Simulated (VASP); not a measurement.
CuO:

```
CELL_PARAMETERS angstrom
2.82072 0.00000 0.00000
0.03828 2.82050 0.00000
0.01714 0.01689 5.07067
ATOMIC_POSITIONS crystal
Cu 0.00000 0.50000 0.00000
Cu 0.50000 0.00000 0.50000
O 0.99842 0.00167 0.74989
O 0.00158 0.99833 0.25011
```

Base run:

| Item | Value |
| --- | --- |
| Program | VASP 6.6.1 |
| Functional | PBEsol |
| Potentials or basis | VASP PAW PBE potentials, release 64 (Cu, O) |
| Cutoff | 520 eV |
| k mesh | 9 × 9 × 5 |
| Occupations | fermi-dirac, width 0.05 eV |
| Spin | no spin polarisation |

Its results: band gap on the k mesh zero (band 17 reaches 6.65 eV, above the bottom of band 18 at 5.63 eV); pressure 10.7 GPa; largest force 0.013 eV/Å.

The run is repeated on the same cell with these changes: functional from PBEsol to PBE. What comes out?

Band gap on the k mesh zero (band 17 reaches 6.81 eV, above the bottom of band 18 at 5.82 eV); pressure 19.5 GPa; largest force 0.013 eV/Å.

PBE binds less tightly than PBEsol, so the same cell stands under more pressure.

Caveats: semilocal functionals often make such compounds metallic where correlation or magnetic order opens a gap, which also shifts bond lengths; the PAW data sets were made with another functional, which shifts forces and pressure a little (some runs).
